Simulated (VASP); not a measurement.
## BAs: single point with r2SCAN

The system is BAs.

```
B As
1.0
     0.00000    2.38850    2.38850
     2.46015    0.00000    2.38850
     2.46015    2.38850    0.00000
B As
1 1
Direct
  0.00000 0.00000 0.00000
  0.75000 0.75000 0.75000
```

This cell differs from its parent crystal: strain +0.0300 x Voigt [1, 0, 0, 0, 0, 0].

```
Program             : VASP 6.6.1
Task                : single point
Functional          : r2SCAN
Potentials or basis : VASP PAW PBE potentials, release 64 (B, As)
Cutoff              : 520 eV
k mesh              : 10 × 10 × 10
Occupations         : gaussian, width 0.05 eV
Spin                : no spin polarisation
```

```yaml
Pressure: -3.2 GPa
Band_gap_on_the_k_mesh: 1.17 eV, indirect (least direct gap 3.25 eV)
```

Stress tensor (GPa, compression positive):
```
-7.65  0.00  0.00
 0.00 -0.96  0.00
 0.00  0.00 -0.96
```

Levels at points of the mesh, in eV from the valence-band top:
| k point | band 1 | band 2 | band 3 | band 4 | band 5 | band 6 | band 7 | band 8 | band 9 |
| --- | --- | --- | --- | --- | --- | --- | --- | --- | --- |
| (0.00, 0.00, 0.00) | -15.98 | -0.31 | 0.00 | 0.00 | 3.25 | 3.25 | 3.45 | 4.64 | 10.12 |
| (0.50, 0.00, 0.00) | -13.07 | -9.12 | -2.17 | -1.80 | 2.64 | 4.86 | 5.04 | 9.42 | 13.27 |
| (0.50, 0.50, 0.00) | -11.60 | -8.91 | -4.40 | -4.35 | 1.43 | 1.49 | 11.52 | 11.95 | 13.55 |
| (0.00, 0.50, 0.50) | -11.84 | -9.15 | -4.09 | -4.09 | 1.78 | 1.88 | 11.74 | 11.74 | 13.29 |

Wall time 3.2 min on 1 thread of Intel(R) Xeon(R) Platinum 8375C CPU @ 2.90GHz (Ice Lake), with other jobs on the host, peak memory 0.18 GiB.

Caveat: the cell differs from its parent crystal (strain +0.0300 x Voigt [1, 0, 0, 0, 0, 0]); the PAW data sets were made with another functional, which shifts forces and pressure a little. A k mesh can miss the band edges.
